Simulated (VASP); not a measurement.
# TaSi2 (P6_422) in VASP: single point with r2SCAN

Aim: the single point of TaSi2 with r2SCAN.

Program: VASP 6.6.1. These are calculated values, not measurements. Logs are shortened: lines on timing, memory, paths and dates and some standing lists are left out, and cuts for length are marked.

## 1. The cell of the first run

The structure is hexagonal, space group P6_422 (No. 181). The conventional cell has a = 4.784 Å, b = 4.784 Å, c = 6.570 Å, α = 90.00°, β = 90.00°, γ = 120.00°. Within 3.4 Å of Ta (site symmetry 222) lie 10 Si at 2.61 to 2.83 Å and 4 Ta at 3.24 Å. Si (site symmetry 2) has 9 Si at 2.56 to 3.33 Å and 5 Ta at 2.61 to 2.83 Å within 3.4 Å.

## 2. Single point, r2SCAN

File POSCAR:

```
TaSi2
1.0
    4.7839000000      0.0000000000      0.0000000000
   -2.3919500000      4.1429789300      0.0000000000
    0.0000000000      0.0000000000      6.5700000000
Ta Si
3 6
Direct
    0.5000000000      0.0000000000      0.0000000000
    0.5000000000      0.5000000000      0.6666666667
    0.0000000000      0.5000000000      0.3333333333
    0.1589700000      0.3179400000      0.0000000000
    0.8410300000      0.1589700000      0.6666666667
    0.6820600000      0.8410300000      0.3333333333
    0.8410300000      0.6820600000      0.0000000000
    0.1589700000      0.8410300000      0.6666666667
    0.3179400000      0.1589700000      0.3333333333
```

File INCAR.step1:

```
SYSTEM = TaSi2
ALGO = Normal
EDIFF = 1E-4
ENCUT = 520
GGA = PE
ISMEAR = 1
LASPH = .True.
LCHARG = .False.
LREAL = .False.
LWAVE = .True.
NBANDS = 38
NELM = 80
PREC = Accurate
SIGMA = 0.1
```

File INCAR.step2:

```
SYSTEM = TaSi2
ALGO = Normal
EDIFF = 1E-6
ENCUT = 520
ISIF = 2
ISMEAR = 1
ISTART = 1
LASPH = .True.
LCHARG = .True.
LELF = .True.
LMIXTAU = .True.
LREAL = .False.
LVHAR = .True.
LWAVE = .False.
METAGGA = R2SCAN
NBANDS = 38
NELM = 80
PREC = Accurate
SIGMA = 0.1
```

File KPOINTS:

```
k-points
0
Gamma
  5 5 3
  0 0 0
```

Potentials or basis: VASP PAW PBE potentials, release 64 (Ta_pv, Si).

Launch:

```console
> cat potpaw_PBE.64/Ta_pv/POTCAR potpaw_PBE.64/Si/POTCAR > POTCAR
> cp INCAR.step1 INCAR
> mpirun -np 1 vasp_std > vasp.out
> cp INCAR.step2 INCAR
> mpirun -np 1 vasp_std > vasp.out
```

OUTCAR:

```text
SYSTEM = TaSi2
   EDIFF = 1E-6
   ENCUT = 520
   ISIF = 2
   ISMEAR = 1
   ISTART = 1
   LASPH = .True.
   LREAL = .False.
   METAGGA = R2SCAN
   NELM = 80
   PREC = Accurate

 ion  position               nearest neighbor table
   1  0.500  0.000  0.000-   6 2.61   9 2.61   8 2.61   5 2.61   4 2.73   7 2.73   7 2.73   4 2.73
                             4 2.83   7 2.83   2 3.24   2 3.24   3 3.24   3 3.24
   2  0.500  0.500  0.667-   4 2.61   7 2.61   6 2.61   9 2.61   8 2.73   5 2.73   8 2.73   5 2.73
                             8 2.83   5 2.83   1 3.24   1 3.24   3 3.24   3 3.24
   3  0.000  0.500  0.333-   4 2.61   7 2.61   5 2.61   8 2.61   6 2.73   9 2.73   9 2.73   6 2.73
                             6 2.83   9 2.83   1 3.24   1 3.24   2 3.24   2 3.24
   4  0.159  0.318  0.000-   5 2.56   9 2.56   3 2.61   2 2.61   7 2.63   1 2.73   1 2.73   1 2.83
                             7 2.83   7 2.83
   5  0.841  0.159  0.667-   4 2.56   6 2.56   1 2.61   3 2.61   8 2.63   2 2.73   2 2.73   2 2.83
                             8 2.83   8 2.83
   6  0.682  0.841  0.333-   7 2.56   5 2.56   1 2.61   2 2.61   9 2.63   3 2.73   3 2.73   3 2.83
                             9 2.83   9 2.83
   7  0.841  0.682  0.000-   8 2.56   6 2.56   3 2.61   2 2.61   4 2.63   1 2.73   1 2.73   1 2.83
                             4 2.83   4 2.83
   8  0.159  0.841  0.667-   7 2.56   9 2.56   1 2.61   3 2.61   5 2.63   2 2.73   2 2.73   2 2.83
                             5 2.83   5 2.83
   9  0.318  0.159  0.333-   4 2.56   8 2.56   1 2.61   2 2.61   6 2.63   3 2.73   3 2.73   3 2.83
                             6 2.83   6 2.83

  LATTYP: Found a hexagonal cell.
 ALAT       =     4.7839000000
 C/A-ratio  =     1.3733564665

  Lattice vectors:

 A1 = (   4.7839000000,   0.0000000000,   0.0000000000)
 A2 = (  -2.3919500000,   4.1429789300,   0.0000000000)
 A3 = (   0.0000000000,   0.0000000000,   6.5700000000)

Analysis of symmetry for initial positions (statically):
=====================================================================
 Subroutine PRICEL returns:
 Original cell was already a primitive cell.

 Routine SETGRP: Setting up the symmetry group for a
 hexagonal supercell.

 Subroutine GETGRP returns: Found 12 space group operations
 (whereof  4 operations were pure point group operations)
 out of a pool of 24 trial point group operations.

The static configuration has the point symmetry D_2 .
 The point group associated with its full space group is D_6 .

Analysis of symmetry for dynamics (positions and initial velocities):
=====================================================================
 Subroutine PRICEL returns:
 Original cell was already a primitive cell.

 Routine SETGRP: Setting up the symmetry group for a
 hexagonal supercell.

 Subroutine GETGRP returns: Found 12 space group operations
 (whereof  4 operations were pure point group operations)
 out of a pool of 24 trial point group operations.

The dynamic configuration has the point symmetry D_2 .
 The point group associated with its full space group is D_6 .

 Subroutine INISYM returns: Found 12 space group operations
 (whereof  4 operations are pure point group operations),
 and found     1 'primitive' translations

----------------------------------------------------------------------------------------

                                     Primitive cell

  volume of cell :     130.2148

  direct lattice vectors                    reciprocal lattice vectors
     4.783900000  0.000000000  0.000000000     0.209034470  0.120686107  0.000000000
    -2.391950000  4.142978930  0.000000000     0.000000000  0.241372215  0.000000000
     0.000000000  0.000000000  6.570000000     0.000000000  0.000000000  0.152207002

  length of vectors
     4.783900000  4.783900001  6.570000000     0.241372215  0.241372215  0.152207002

  position of ions in fractional coordinates (direct lattice)
     0.500000000  0.000000000  0.000000000
     0.500000000  0.500000000  0.666666667
     0.000000000  0.500000000  0.333333333
     0.158970000  0.317940000  0.000000000
     0.841030000  0.158970000  0.666666667
     0.682060000  0.841030000  0.333333333
     0.841030000  0.682060000  0.000000000
     0.158970000  0.841030000  0.666666667
     0.317940000  0.158970000  0.333333333

  ion indices of the primitive-cell ions
   primitive index   ion index
                 1           1
                 2           2
                 3           3
                 4           4
                 5           5
                 6           6
                 7           7
                 8           8
                 9           9

----------------------------------------------------------------------------------------

 KPOINTS: k-points

Automatic generation of k-mesh.
 Grid dimensions read from file:
 generate k-points for:    5    5    3

 Generating k-lattice:

  Cartesian coordinates                     Fractional coordinates (reciprocal lattice)
     0.041806894  0.024137221  0.000000000     0.200000000  0.000000000  0.000000000
     0.000000000  0.048274443  0.000000000     0.000000000  0.200000000  0.000000000
     0.000000000  0.000000000  0.050735667     0.000000000  0.000000000  0.333333333

  Length of vectors
     0.048274443  0.048274443  0.050735667

  Shift w.r.t. Gamma in fractional coordinates (k-lattice)
     0.000000000  0.000000000  0.000000000

 Subroutine IBZKPT returns following result:
 ===========================================

 Found     10 irreducible k-points:

 Following reciprocal coordinates:
            Coordinates               Weight
  0.000000  0.000000  0.000000      1.000000
  0.200000  0.000000  0.000000      6.000000
  0.400000  0.000000  0.000000      6.000000
  0.200000  0.200000  0.000000      6.000000
  0.400000  0.200000  0.000000      6.000000
  0.000000  0.000000  0.333333      2.000000
  0.200000  0.000000  0.333333     12.000000
  0.400000  0.000000  0.333333     12.000000
  0.200000  0.200000  0.333333     12.000000
  0.400000  0.200000  0.333333     12.000000
   k-points           NKPTS =     10   k-points in BZ     NKDIM =     10   number of bands    NBANDS=     38
   number of dos      NEDOS =    301   number of ions     NIONS =      9
   total plane-waves  NPLWV =  64800
   dimension x,y,z NGX =    36 NGY =   36 NGZ =   50
   dimension x,y,z NGXF=    72 NGYF=   72 NGZF=  100
   ions per type =               3   6
   NGX,Y,Z   is equivalent  to a cutoff of  12.51, 12.51, 12.65 a.u.
   NGXF,Y,Z  is equivalent  to a cutoff of  25.02, 25.02, 25.30 a.u.
 SYSTEM =  TaSi2
   PREC   = accura    normal or accurate (medium, high low for compatibility)
   ISTART =      1    job   : 0-new  1-cont  2-samecut
   ICHARG =      0    charge: 1-file 2-atom 10-const
   ISPIN  =      1    spin polarized calculation?
   LNONCOLLINEAR =      F non collinear calculations
   LSORBIT =      F    spin-orbit coupling
   LASPH  =      T    aspherical Exc in radial PAW
   ENCUT  =  520.0 eV  38.22 Ry    6.18 a.u.   8.89  8.89 12.22*2*pi/ulx,y,z
   NELM   =     80;   NELMIN=  2; NELMDL=  0     # of ELM steps
   EDIFF  = 0.1E-05   stopping-criterion for ELM
   LREAL  =      F    real-space projection
   EDIFFG = 0.1E-04   stopping-criterion for IOM
   NSW    =      0    number of steps for IOM
   IBRION =     -1    ionic relax: 0-MD 1-quasi-New 2-CG
   NFREE  =      0    steps in history (QN), initial steepest desc. (CG)
   ISIF   =      2    stress and relaxation
   ISYM   =      2    0-nonsym 1-usesym 2-fastsym
   POTIM  = 0.5000    time-step for ionic-motion
   TEBEG  =    0.0;   TEEND  =   0.0 temperature during run
   PSTRESS=    0.0 pullay stress
   NELECT =      57.0000    total number of electrons
   NUPDOWN=      -1.0000    fix difference up-down
   EMIN   =  10.00;   EMAX   =-10.00  energy-range for DOS
   EFERMI =   0.00;   METHOD = LEGACY
   ISMEAR =     1;   SIGMA  =   0.10  broadening in eV -4-tet -1-fermi 0-gaus
   EFERMI_NEDOS =   21; number of points for ismear=-14 and -15
   IALGO  =     38    algorithm
   IMIX   =      4    mixing-type and parameters
     AMIX     =   0.40;   BMIX     =  1.00
     AMIX_MAG =   1.60;   BMIX_MAG =  1.00
  volume/ion in A,a.u.               =      14.47        97.64
  Fermi-wavevector in a.u.,A,eV,Ry     =   1.243025  2.348976 21.022500  1.545110
  Thomas-Fermi vector in A             =   2.377353
   LORBIT       =      0    0 simple, 1 ext, 2 COOP (PROOUT), +10 PAW based schemes
   METAGGA = R2SCAN    functional components
   LHFCALC =     F    Hartree Fock is set to
   AEXX    =    0.0000 exact exchange contribution
   IVDW    =     0    specifies the selected vdW correction
   LEPSILON=     F    determine dielectric tensor
   LRPA    =     F    only Hartree local field effects (RPA)
 non-spin polarized calculation
 Methfessel and Paxton  Order N= 1 SIGMA  =   0.10
  energy-cutoff  :      520.00
  volume of cell :      130.21
 maximum number of plane-waves:      3523
 NGX is ok and might be reduce to    36
   NGX = 17   NGY = 17   NGZ = 25

 number of electron      57.0000004 magnetization

 Free energy of the ion-electron system (eV)
  ---------------------------------------------------
  ext. energy  EPLUGINS =         0.00000000
  ---------------------------------------------------
  free energy    TOTEN  =      -202.36892467 eV

  energy without entropy =     -202.37260015  energy(sigma->0) =     -202.37014983

 E-fermi :   9.3759     XC(G=0): -12.9848

 val. band max:        9.3181534449   @ k =   0.4000   0.2000   0.3333
 cond. band min:       9.4577309896   @ k =   0.2000   0.0000   0.3333
 fundamental gap:      0.1395775448
 Fermi energy:         9.3759298800

 k-point     1 :       0.0000    0.0000    0.0000
  band No.  band energies     occupation
      1     -26.2589      2.00000
      2     -26.2589      2.00000
      3     -26.2546      2.00000
      4     -26.1707      2.00000
      5     -26.1707      2.00000
      6     -26.0857      2.00000
[... 30 lines left out ...]
     37      13.5035      0.00000
     38      13.6470      0.00000
[... 367 lines left out ...]
     37      12.9108      0.00000
     38      13.1298      0.00000

------------------------ aborting loop because EDIFF is reached ----------------------------------------

  FORCE on cell =-STRESS in cart. coord.  units (eV):
  Direction    XX          YY          ZZ          XY          YZ          ZX
  --------------------------------------------------------------------------------------
  -------------------------------------------------------------------------------------
  Total        0.3297567      0.3297567     -1.9416330      0.0000000      0.0000000      0.0000000
  in kB        4.0573648      4.0573648    -23.8900765      0.0000000      0.0000000      0.0000000
  external PRESSURE =      -5.2584490 kB  Pullay stress =       0.0000000 kB

 VOLUME and BASIS-vectors are now :
 -----------------------------------------------------------------------------
  energy-cutoff  :      520.00
  volume of cell :      130.21
      direct lattice vectors                 reciprocal lattice vectors
     4.783900000  0.000000000  0.000000000     0.209034470  0.120686107  0.000000000
    -2.391950000  4.142978930  0.000000000     0.000000000  0.241372215  0.000000000
     0.000000000  0.000000000  6.570000000     0.000000000  0.000000000  0.152207002

 POSITION                                       TOTAL-FORCE (eV/Angst)
 -----------------------------------------------------------------------------------
      2.39195      0.00000      0.00000        -0.000000     -0.000000      0.000000
      1.19598      2.07149      4.38000        -0.000000      0.000000      0.000000
     -1.19598      2.07149      2.19000        -0.000000     -0.000000      0.000000
     -0.00000      1.31722      0.00000        -0.000000     -0.125806      0.000000
      3.64316      0.65861      4.38000         0.108951     -0.062903     -0.000000
      1.25121      3.48437      2.19000         0.108951      0.062903      0.000000
      2.39195      2.82576      0.00000         0.000000      0.125806      0.000000
     -1.25121      3.48437      4.38000        -0.108951      0.062903     -0.000000
      1.14074      0.65861      2.19000        -0.108951     -0.062903     -0.000000
 -----------------------------------------------------------------------------------
    total drift:                               -0.000000      0.000000     -0.000000

  FREE ENERGIE OF THE ION-ELECTRON SYSTEM (eV)
  ---------------------------------------------------
  free  energy   TOTEN  =      -202.3689246726 eV

  energy  without entropy=     -202.3726001459  energy(sigma->0) =     -202.37014983
```

Run time: 3 min. Hardware: 1 thread of Intel Xeon Platinum 8259CL at 2.50GHz (Skylake/Cascade Lake), shared host; peak memory 0.27 GiB.

What came out:

| Quantity | Value |
| --- | --- |
| Free energy | -202.3689 eV |
| Pressure | -0.5 GPa |
| Largest force | 0.126 eV/Å |

Forces in eV/Å, atoms in the order of the input:
```
Ta   0.000  0.000  0.000
Ta   0.000  0.000  0.000
Ta   0.000  0.000  0.000
Si   0.000 -0.126  0.000
Si   0.109 -0.063  0.000
Si   0.109  0.063  0.000
Si   0.000  0.126  0.000
Si  -0.109  0.063  0.000
Si  -0.109 -0.063  0.000
```

Caveat: the PAW data sets were made with another functional, which shifts forces and pressure a little; spin-orbit coupling is left out, which moves the levels of the heavy elements.
